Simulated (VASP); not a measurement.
A run of VASP 6.6.1 is set up as follows.

File INCAR:

```
SYSTEM = AlRu
PREC     = Accurate       ! precision mode
ENCUT    = 520            ! plane-wave cutoff, eV
EDIFF    = 1E-7           ! SCF threshold, eV
ISMEAR   = 0              ! smearing method
SIGMA    = 0.15           ! smearing width, eV
LREAL    = .FALSE.        ! projectors in reciprocal space
LASPH    = .TRUE.         ! aspherical terms in the spheres
NELM     = 100            ! most SCF steps
ALGO     = Fast           ! electronic algorithm
ISIF     = 2              ! what is computed and relaxed
LWAVE    = .FALSE.        ! write WAVECAR
LCHARG   = .FALSE.        ! write CHGCAR
GGA      = PE             ! functional
NBANDS   = 16             ! bands
```

Contents of KPOINTS:

```
Automatic mesh
0
G
  16 16 16
  0 0 0
```

POSCAR

```
AlRu
1.0
    2.9317680000      0.0000000000      0.0000000000
    0.0000000000      2.9916000000      0.0000000000
    0.0000000000      0.0000000000      2.9916000000
Al Ru
1 1
Direct
    0.0000000000      0.0000000000      0.0000000000
    0.5000000000      0.5000000000      0.5000000000
```

Potentials or basis: VASP PAW PBE potentials, release 64 (Al, Ru_pv).

The run is started by

```console
$ cat potpaw_PBE.64/Al/POTCAR potpaw_PBE.64/Ru_pv/POTCAR > POTCAR
$ mpirun -np 1 vasp_std > vasp.out
```

Question: What does it give for the pressure?

Answer: 7.2 GPa.

Stress tensor (GPa, compression positive):
```
9.70 0.00 0.00
0.00 5.92 0.00
0.00 0.00 5.92
```

Caveat: the cell differs from its parent crystal (strain -0.0200 x Voigt [1, 0, 0, 0, 0, 0]).
